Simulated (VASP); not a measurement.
Set up this calculation in VASP 6.6.1, as the native input.

```
Task                   : single point
Functional             : LDA
Potentials or basis    : VASP PAW LDA potentials, release 64 (Cl, Te, Li_sv)
Cutoff                 : 520 eV
k mesh                 : 3 × 3 × 3
Occupations            : methfessel-paxton, width 0.01 eV
Spin                   : no spin polarisation
Dipole correction      : no
Further INCAR settings : ALGO = Normal; EDIFF = 1e-06; NBANDS = 19
```

The structure of Li3TeCl lies in POSCAR:

```
Li3TeCl
1.0
    5.0853996843      0.0000000000      0.0000000000
    0.0000000000      5.0853996843      0.0000000000
    0.0000000000      0.0000000000      5.0853996843
Cl Te Li
1 1 3
Direct
    0.0000000000      0.0000000000      0.0000000000
    0.5000000000      0.5000000000      0.5000000000
    0.5000000000      0.5000000000      0.0000000000
    0.0000000000      0.5000000000      0.5000000000
    0.5000000000      0.0000000000      0.5000000000
```

These files were run (other wordings do the same):

INCAR

```
SYSTEM = Li3TeCl
PREC = Accurate
ENCUT = 520
EDIFF = 1E-6
ISMEAR = 1
SIGMA = 0.01
LREAL = .FALSE.
LASPH = .TRUE.
NELM = 80
ALGO = Normal
ISIF = 2
LWAVE = .FALSE.
LCHARG = .TRUE.
LELF = .TRUE.
LVHAR = .TRUE.
NBANDS = 19
```

KPOINTS

```
Automatic mesh
0
G
  3 3 3
  0 0 0
```

Potentials or basis: VASP PAW LDA potentials, release 64 (Cl, Te, Li_sv).

Run with:

```sh
$ cat potpaw_LDA.64/Cl/POTCAR potpaw_LDA.64/Te/POTCAR potpaw_LDA.64/Li_sv/POTCAR > POTCAR
$ mpirun -np 1 vasp_std > vasp.out
```

Results of the run:

```
Band gap on the k mesh : 3.38 eV, indirect (least direct gap 3.56 eV)
```

Caveat: spin-orbit coupling is left out, which moves the levels of the heavy elements.

Run time: 11 s on 1 thread of Intel(R) Xeon(R) Platinum 8488C (Sapphire Rapids), on a shared host, peak memory 0.19 GiB.
